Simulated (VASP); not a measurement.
## Si (a cell with a defect): single point with PBE+D3(BJ)

System: Si (a cell with a defect).

```
Si
1.0
     0.00000    5.43000    5.43000
     5.43000    0.00000    5.43000
     5.43000    5.43000    0.00000
Si
17
Direct
  0.99998 0.00016 0.99997
  0.12434 0.12531 0.12436
  0.00235 0.00408 0.49674
  0.12419 0.12519 0.62610
  0.00274 0.49745 0.00281
  0.12447 0.62624 0.12449
  0.00247 0.49742 0.49683
  0.13021 0.62386 0.62276
  0.49672 0.00406 0.00240
  0.62612 0.12518 0.12419
  0.49649 0.00396 0.49649
  0.62217 0.13300 0.62220
  0.49682 0.49742 0.00251
  0.62269 0.62382 0.13037
  0.49885 0.50158 0.49901
  0.62230 0.62341 0.62233
  0.74880 0.75164 0.74897
```

```
Program             : VASP 6.6.1
Task                : single point
Functional          : PBE
Dispersion          : D3(BJ)
Potentials or basis : VASP PAW PBE potentials, release 64 (Si)
Cutoff              : 520 eV
k mesh              : 2 × 2 × 2
Occupations         : gaussian, width 0.02 eV
Spin                : no spin polarisation
```

- Pressure: 2.4 GPa
- Largest force: 0.033 eV/Å
- Band gap on the k mesh: zero (bands 34 and 35 overlap by 0.25 eV)
- Dispersion energy per atom: -0.332 eV

Forces in eV/Å, atoms in the order of the input:
```
Si   0.001 -0.002  0.001
Si  -0.018 -0.001 -0.018
Si  -0.005  0.000 -0.014
Si   0.006  0.014 -0.013
Si   0.003 -0.032  0.002
Si   0.017 -0.008  0.017
Si   0.018 -0.005  0.005
Si  -0.005  0.007  0.008
Si  -0.014  0.000 -0.006
Si  -0.013  0.013  0.006
Si  -0.003  0.019 -0.003
Si  -0.004  0.000 -0.004
Si   0.005 -0.006  0.017
Si   0.007  0.006 -0.004
Si   0.001 -0.001  0.001
Si   0.005 -0.004  0.006
Si   0.000  0.000 -0.001
```

Levels at points of the mesh, in eV from the Fermi level:
```
           k point  band 30  band 31  band 32  band 33  band 34  band 35  band 36  band 37  band 38  band 39
(0.00, 0.00, 0.00)    -1.76    -0.83    -0.83    -0.83    -0.25    -0.24    -0.24     0.08     0.08     0.40
(0.50, 0.00, 0.00)    -1.59    -1.58    -1.44    -1.44    -0.36     0.52     0.53     0.89     0.89     1.28
(0.00, 0.50, 0.00)    -1.59    -1.58    -1.44    -1.44    -0.35     0.53     0.54     0.89     0.89     1.28
(0.00, 0.00, 0.50)    -1.59    -1.58    -1.44    -1.44    -0.36     0.52     0.53     0.89     0.89     1.28
(0.50, 0.50, 0.50)    -1.59    -1.58    -1.44    -1.44    -0.35     0.53     0.54     0.89     0.89     1.28
(0.50, 0.50, 0.00)    -2.03    -2.03    -1.90    -1.00     0.01     0.71     1.01     1.02     1.14     1.89
(0.00, 0.50, 0.50)    -2.03    -2.03    -1.90    -1.00     0.01     0.71     1.01     1.02     1.14     1.89
(0.50, 0.00, 0.50)    -2.03    -2.03    -1.90    -1.00     0.01     0.71     1.01     1.02     1.14     1.89
```

Run time: 8.7 min on 1 thread of Intel Xeon 8259CL (shared host), peak memory 0.48 GiB.

Caveat: the k points lie up to 0.50 Å⁻¹ apart.
